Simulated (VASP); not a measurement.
Input of a VASP 6.6.1 run:

Contents of INCAR:

```
PREC = Accurate
ENCUT = 520
EDIFF = 1E-7
ISMEAR = 0
SIGMA = 0.1
LREAL = False
LASPH = True
NELM = 60
ALGO = Normal
ISIF = 2
LWAVE = False
LCHARG = True
GGA = PE
LELF = True
LVHAR = True
NBANDS = 14
```

The input KPOINTS:

```
regular mesh
0
Gamma
  12 12 8
```

Contents of POSCAR:

```
Mg2B3
1.0
    4.6013157191      0.0000000000      0.0000000000
   -2.3006578596      3.9848563036      0.0000000000
    0.0000000000      0.0000000000      4.6794987302
Mg B
2 3
Direct
    0.3333333333      0.6666666667      0.5000000000
    0.6666666667      0.3333333333      0.5000000000
    0.0000000000      0.0000000000      0.6686601056
    0.0000000000      0.0000000000      0.3313398944
    0.0000000000      0.0000000000      0.0000000000
```

Potentials or basis: VASP PAW PBE potentials, release 64 (Mg, B).

The run is started by

```sh
$ cat potpaw_PBE.64/Mg/POTCAR potpaw_PBE.64/B/POTCAR > POTCAR
$ mpirun -np 1 vasp_std > vasp.out
```

What does it give for the pressure?

-0.1 GPa.

Estimate the largest force.

0.004 eV/Å.

Forces on the atoms (eV/Å):
```
Mg   0.000  0.000  0.000
Mg   0.000  0.000  0.000
B    0.000  0.000 -0.004
B    0.000  0.000  0.004
B    0.000  0.000  0.000
```
